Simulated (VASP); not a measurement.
# CuO (C2/c) in VASP: further runs, part 2 of 3

VASP 6.6.1. Earlier steps stand in the parts before.

### Step 3. Single point, PBEsol+U

INCAR reads:

```
SYSTEM = CuO
  ALGO = Normal
  EDIFF = 1E-7
  ENCUT = 520
  GGA = PS
  ISIF = 2
  ISMEAR = -1
  LASPH = .TRUE.
  LCHARG = .FALSE.
  LDAU = .TRUE.
  LDAUJ = 0 0
  LDAUL = 2 -1
  LDAUPRINT = 1
  LDAUTYPE = 2
  LDAUU = 4 0
  LMAXMIX = 4
  LREAL = .FALSE.
  LWAVE = .FALSE.
  NBANDS = 25
  NELM = 150
  PREC = Accurate
  SIGMA = 0.05
```

KPOINTS reads:

```
k-points
0
G
  10 10 5
  0 0 0
```

POSCAR reads:

```
CuO
1.0
    2.3418500000     -1.7113000000      0.0000000000
    2.3418500000      1.7113000000      0.0000000000
   -0.8500274268      0.0000000000      5.0578693947
Cu O
2 2
Direct
    0.5000000000      0.0000000000      0.5000000000
    0.0000000000      0.5000000000      0.0000000000
    0.4184000000      0.5816000000      0.7500000000
    0.5816000000      0.4184000000      0.2500000000
```

Potentials or basis: VASP PAW PBE potentials, release 64 (Cu, O).

On the command line:

```console
$ cat potpaw_PBE.64/Cu/POTCAR potpaw_PBE.64/O/POTCAR > POTCAR
$ mpirun -np 1 vasp_std > vasp.out
```

OUTCAR:

```text
SYSTEM = CuO
   EDIFF = 1E-7
   ENCUT = 520
   GGA = PS
   ISIF = 2
   ISMEAR = -1
   LASPH = .TRUE.
   LREAL = .FALSE.
   NELM = 150
   PREC = Accurate

 ion  position               nearest neighbor table
   1  0.500  0.000  0.500-   3 1.95   4 1.95   4 1.96   3 1.96
   2  0.000  0.500  0.000-   4 1.95   3 1.95   4 1.96   3 1.96
   3  0.418  0.582  0.750-   2 1.95   1 1.95   2 1.96   1 1.96
   4  0.582  0.418  0.250-   1 1.95   2 1.95   2 1.96   1 1.96

  LATTYP: Found a base centered monoclinic cell.
 ALAT       =     4.6837000000
 B/A-ratio  =     0.7307470589
 C/A-ratio  =     1.0950317057
 COS(beta)  =    -0.1657361228

  Lattice vectors:

 A1 = (   2.3418500000,  -1.7113000000,   0.0000000000)
 A2 = (   2.3418500000,   1.7113000000,   0.0000000000)
 A3 = (  -0.8500274268,   0.0000000000,   5.0578693947)

Analysis of symmetry for initial positions (statically):
=====================================================================
 Subroutine PRICEL returns:
 Original cell was already a primitive cell.

 Routine SETGRP: Setting up the symmetry group for a
 base centered monoclinic supercell.

 Subroutine GETGRP returns: Found  4 space group operations
 (whereof  2 operations were pure point group operations)
 out of a pool of  4 trial point group operations.

The static configuration has the point symmetry S_2 .
 The point group associated with its full space group is C_2h.

Analysis of symmetry for dynamics (positions and initial velocities):
=====================================================================
 Subroutine PRICEL returns:
 Original cell was already a primitive cell.

 Routine SETGRP: Setting up the symmetry group for a
 base centered monoclinic supercell.
[... 211 lines left out ...]
  o =  0.9629  v = -0.0271 -0.3238 -0.2343 -0.4824 -0.7790  0.0000  0.0000  0.0000  0.0000  0.0000      0.0000  0.0000  0.0000  0.0000  0.0000  0.0000  0.0000  0.0000  0.0000  0.0000
  o =  0.9629  v =  0.0000  0.0000  0.0000  0.0000  0.0000 -0.0271 -0.3238 -0.2343 -0.4824 -0.7790      0.0000  0.0000  0.0000  0.0000  0.0000  0.0000  0.0000  0.0000  0.0000  0.0000
  o =  0.9652  v =  0.0000  0.0000  0.0000  0.0000  0.0000  0.1170 -0.6949 -0.2638 -0.3313  0.5693      0.0000  0.0000  0.0000  0.0000  0.0000  0.0000  0.0000  0.0000  0.0000  0.0000
  o =  0.9652  v =  0.1170 -0.6949 -0.2638 -0.3313  0.5693  0.0000  0.0000  0.0000  0.0000  0.0000      0.0000  0.0000  0.0000  0.0000  0.0000  0.0000  0.0000  0.0000  0.0000  0.0000
  o =  0.9740  v =  0.0000  0.0000  0.0000  0.0000  0.0000  0.4668 -0.2229  0.8369 -0.1624 -0.0747      0.0000  0.0000  0.0000  0.0000  0.0000  0.0000  0.0000  0.0000  0.0000  0.0000
  o =  0.9740  v =  0.4668 -0.2229  0.8369 -0.1624 -0.0747  0.0000  0.0000  0.0000  0.0000  0.0000      0.0000  0.0000  0.0000  0.0000  0.0000  0.0000  0.0000  0.0000  0.0000  0.0000

 number of electron      34.0000001 magnetization

 Free energy of the ion-electron system (eV)
  ---------------------------------------------------
  ext. energy  EPLUGINS =         0.00000000
  ---------------------------------------------------
  free energy    TOTEN  =       -18.65999878 eV

  energy without entropy =      -18.64236599  energy(sigma->0) =      -18.65118238

 E-fermi :   5.1483     XC(G=0): -12.1354

 val. band max:        5.1471630080   @ k =   0.2000   0.2000   0.4000
 cond. band min:       5.1652075104   @ k =   0.4000  -0.0000   0.0000
 fundamental gap:      0.0180445025
 Fermi energy:         5.1482850698

 k-point     1 :       0.0000    0.0000    0.0000
  band No.  band energies     occupation
      1     -14.4461      2.00000
      2     -13.0837      2.00000
      3      -2.9628      2.00000
      4      -0.5016      2.00000
      5      -0.1663      2.00000
      6       1.1438      2.00000
[... 661 lines left out ...]
     24      18.7590      0.00000
     25      19.6923      0.00000

 [... further k-points ...]

------------------------ aborting loop because EDIFF is reached ----------------------------------------

  FORCE on cell =-STRESS in cart. coord.  units (eV):
  Direction    XX          YY          ZZ          XY          YZ          ZX
  --------------------------------------------------------------------------------------
  -------------------------------------------------------------------------------------
  Total       -1.3805789     -0.7322077     -1.8337729      0.0000000      0.0000000     -0.0112852
  in kB      -54.5618371    -28.9375708    -72.4725112      0.0000000      0.0000000     -0.4460005
  external PRESSURE =     -51.9906397 kB  Pullay stress =       0.0000000 kB

 VOLUME and BASIS-vectors are now :
 -----------------------------------------------------------------------------
  energy-cutoff  :      520.00
  volume of cell :       40.54
      direct lattice vectors                 reciprocal lattice vectors
     2.341850000 -1.711300000  0.000000000     0.213506416 -0.292175539  0.035881968
     2.341850000  1.711300000  0.000000000     0.213506416  0.292175539  0.035881968
    -0.850027427  0.000000000  5.057869395     0.000000000  0.000000000  0.197711709

 POSITION                                       TOTAL-FORCE (eV/Angst)
 -----------------------------------------------------------------------------------
      0.74591     -0.85565      2.52893        -0.000000     -0.000000      0.000000
      1.17092      0.85565      0.00000        -0.000000      0.000000      0.000000
      1.70433      0.27928      3.79340         0.000000     -0.291881     -0.000000
      2.12934     -0.27928      1.26447         0.000000      0.291881      0.000000
 -----------------------------------------------------------------------------------
    total drift:                                0.000000      0.000000     -0.000000

  FREE ENERGIE OF THE ION-ELECTRON SYSTEM (eV)
  ---------------------------------------------------
  free  energy   TOTEN  =       -18.6599987801 eV

  energy  without entropy=      -18.6423659864  energy(sigma->0) =      -18.65118238
```

OSZICAR:

```text
N       E                     dE             d eps       ncg     rms          rms(c)
DAV:   1     0.297074036066E+03    0.29707E+03   -0.16427E+04  7418   0.219E+03
DAV:   2     0.144114487743E+02   -0.28266E+03   -0.26058E+03  7298   0.399E+02
DAV:   3    -0.213897315316E+02   -0.35801E+02   -0.34002E+02  8328   0.157E+02
DAV:   4    -0.225681549819E+02   -0.11784E+01   -0.11716E+01  8684   0.304E+01
DAV:   5    -0.225919034208E+02   -0.23748E-01   -0.23740E-01  8874   0.398E+00    0.144E+01
DAV:   6    -0.206783134089E+02    0.19136E+01   -0.22842E+01 10219   0.135E+02    0.103E+01
DAV:   7    -0.186078478747E+02    0.20705E+01   -0.65666E+00  8510   0.914E+01    0.238E+00
DAV:   8    -0.186772630930E+02   -0.69415E-01   -0.91365E-01  7465   0.675E+00    0.149E+00
DAV:   9    -0.186602167053E+02    0.17046E-01   -0.37062E-02 12293   0.652E+00    0.246E-01
DAV:  10    -0.186599339433E+02    0.28276E-03   -0.10447E-02 10895   0.153E+00    0.150E-01
DAV:  11    -0.186600586242E+02   -0.12468E-03   -0.24161E-03 10823   0.545E-01    0.668E-02
DAV:  12    -0.186600000918E+02    0.58532E-04   -0.17422E-04 11530   0.203E-01    0.198E-02
DAV:  13    -0.186599989809E+02    0.11109E-05   -0.39792E-05  8507   0.517E-02    0.209E-03
DAV:  14    -0.186599988316E+02    0.14929E-06   -0.71250E-07 10023   0.175E-02    0.107E-03
DAV:  15    -0.186599987801E+02    0.51507E-07   -0.40504E-08  4187   0.848E-03
   1 F= -.18659999E+02 E0= -.18651182E+02  d E =-.176328E-01
```

stdout:

```text
POSCAR found type information on POSCAR CuO
 POSCAR found :  2 types and       4 ions
 scaLAPACK will be used
 -----------------------------------------------------------------------------
|                                                                             |
|                                                                             |
|     You enforced a specific xc type in the INCAR file but a different       |
|     I HOPE YOU KNOW WHAT YOU ARE DOING!                                     |
|                                                                             |
 -----------------------------------------------------------------------------

 LDA part: xc-table for (Slater+PW92), standard interpolation
 POSCAR, INCAR and KPOINTS ok, starting setup
 FFT: planning ... GRIDC
 FFT: planning ... GRID_SOFT
 FFT: planning ... GRID
 WAVECAR not read
 entering main loop
```

It took 61 s on 1 thread of Intel Xeon 6975P-C (Granite Rapids), shared host; peak memory 0.24 GiB.

Results:

```
Free energy            : -18.6600 eV
Pressure               : -5.2 GPa
Largest force          : 0.292 eV/Å
Band gap on the k mesh : zero (bands 17 and 18 overlap by 0.65 eV)
```

Forces in eV/Å, atoms in the order of the input:
```
Cu   0.000  0.000  0.000
Cu   0.000  0.000  0.000
O    0.000 -0.292  0.000
O    0.000  0.292  0.000
```

Stress tensor (GPa, compression positive):
```
-5.46  0.00 -0.04
 0.00 -2.89  0.00
-0.04  0.00 -7.25
```

Levels at points of the mesh, in eV from the Fermi level:
| k point | band 15 | band 16 | band 17 | band 18 | band 19 | band 20 |
| --- | --- | --- | --- | --- | --- | --- |
| (0.00, 0.00, 0.00) | -2.38 | -2.30 | 0.24 | 0.98 | 1.86 | 6.33 |
| (0.50, 0.00, 0.00) | -1.97 | -1.75 | 0.06 | 0.32 | 5.20 | 6.65 |
| (0.50, 0.50, 0.00) | -1.92 | -1.81 | -0.90 | 1.13 | 3.69 | 7.39 |

Eigenvalues of the final occupation matrices:
| site | spin | trace | eigenvalues |
| --- | --- | --- | --- |
| site 1 d | 1 | 4.64 | 0.79 0.95 0.96 0.97 0.97 |
| site 1 d | 2 | 4.64 | 0.79 0.95 0.96 0.97 0.97 |
| site 2 d | 1 | 4.64 | 0.79 0.95 0.96 0.97 0.97 |
| site 2 d | 2 | 4.64 | 0.79 0.95 0.96 0.97 0.97 |

Caveat: the cell stands under tension; the PAW data sets were made with another functional, which shifts forces and pressure a little; U without spin polarisation on a metal has little footing.

### Step 4. Single point, PBE-based screened hybrid with 10 % exact exchange

POSCAR is that of step 3.

INCAR.step1 reads:

```
PREC = Accurate ; ENCUT = 520
EDIFF = 1E-5 ; ISMEAR = -1
SIGMA = 0.05 ; LREAL = F
LASPH = T ; NELM = 100
ALGO = Normal ; ISIF = 2
LWAVE = T ; GGA = PE
NBANDS = 25 ; LUSENCCL = F
```

INCAR.step2 reads:

```
PREC = Accurate ; ENCUT = 520
EDIFF = 1E-7 ; ISMEAR = -1
SIGMA = 0.05 ; LREAL = F
LASPH = T ; NELM = 100
ALGO = Normal ; ISIF = 2
LWAVE = F ; LCHARG = T
GGA = PE ; LHFCALC = T
AEXX = 0.1 ; HFSCREEN = 0.2078699
PRECFOCK = Normal ; LELF = T
LVHAR = T ; ISTART = 1
NBANDS = 25 ; LUSENCCL = F
```

KPOINTS reads:

```
Automatic mesh
0
Gamma
  6 6 3
```

On the command line:

```console
$ cat potpaw_PBE.64/Cu/POTCAR potpaw_PBE.64/O/POTCAR > POTCAR
$ cp INCAR.step1 INCAR
$ mpirun -np 1 vasp_std > vasp.out
$ cp INCAR.step2 INCAR
$ mpirun -np 1 vasp_std > vasp.out
```

It used 870 s of CPU time on 1 × NVIDIA H100 80GB with 1 thread of AMD EPYC 7R13 Processor (Zen 3), with other jobs on the host.

The run converged. Its results:

```
Free energy            : -20.7956 eV
Pressure               : 4.2 GPa
Largest force          : 0.229 eV/Å
Band gap on the k mesh : zero (bands 17 and 18 overlap by 0.56 eV)
```

Forces on the atoms (eV/Å):
```
Cu   0.000  0.000  0.000
Cu   0.000  0.000  0.000
O    0.000 -0.229  0.000
O    0.000  0.229  0.000
```

Stress tensor (GPa, compression positive):
```
 4.12  0.00 -1.07
 0.00  5.13  0.00
-1.07  0.00  3.23
```

Levels at points of the mesh, in eV from the Fermi level:
| k point | band 13 | band 14 | band 15 | band 16 | band 17 | band 18 | band 19 | band 20 | band 21 | band 22 |
| --- | --- | --- | --- | --- | --- | --- | --- | --- | --- | --- |
| (0.00, 0.00, 0.00) | -2.90 | -2.87 | -2.79 | -2.28 | 0.16 | 1.05 | 2.04 | 6.43 | 8.77 | 13.93 |
| (0.50, 0.00, 0.00) | -2.72 | -2.17 | -1.95 | -1.94 | 0.00 | 0.31 | 5.28 | 6.79 | 7.51 | 11.71 |
| (0.50, 0.50, 0.00) | -2.81 | -2.73 | -1.96 | -1.76 | -1.01 | 1.21 | 3.69 | 7.62 | 9.02 | 10.71 |

Caveat: the k points lie up to 0.41 Å⁻¹ apart, too coarse for converged energies and pressures of a metal; the PAW data sets were made with another functional, which shifts forces and pressure a little.

(Part 2 of 3 ends here.)
